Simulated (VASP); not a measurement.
Runs of VASP 6.6.1 on EuBi. The structure is that of space group F-43m (No. 216), or close to it. The cells are those of the table. 

```csv
cell,gap on the mesh (eV),pressure (GPa),moment (μB)
"a = 4.907 Å, angles 60.0°, 2 atoms",none,(b),6.05
"a = 5.162 Å, angles 60.0°, 2 atoms",none,0.9,6.00
"a = 5.150 Å, angles 60.0°, 2 atoms",none,(a),6.00
"a = 4.971 Å, angles 60.0°, 2 atoms",none,4.3,6.01
```

Alike in all rows: task single point; level PBE; potentials or basis VASP PAW PBE potentials, release 64 (Eu, Bi_d); spin collinear, ferromagnetic start; k mesh 8 × 8 × 8; cutoff (eV) 520; smearing gaussian 0.05 eV.

Q: Fill in the values left out.

A: (a) 1.1; (b) 5.8.

Caveats: spin-orbit coupling is left out, which moves the levels of the heavy elements; without U or exact exchange the open f shell lies at the Fermi level, which spoils levels, moments and volumes.

A k mesh can miss the band edges, and the runs leave out spin-orbit coupling on Bi, Eu.

A gap of «none» marks levels without a gap at the run's occupations.
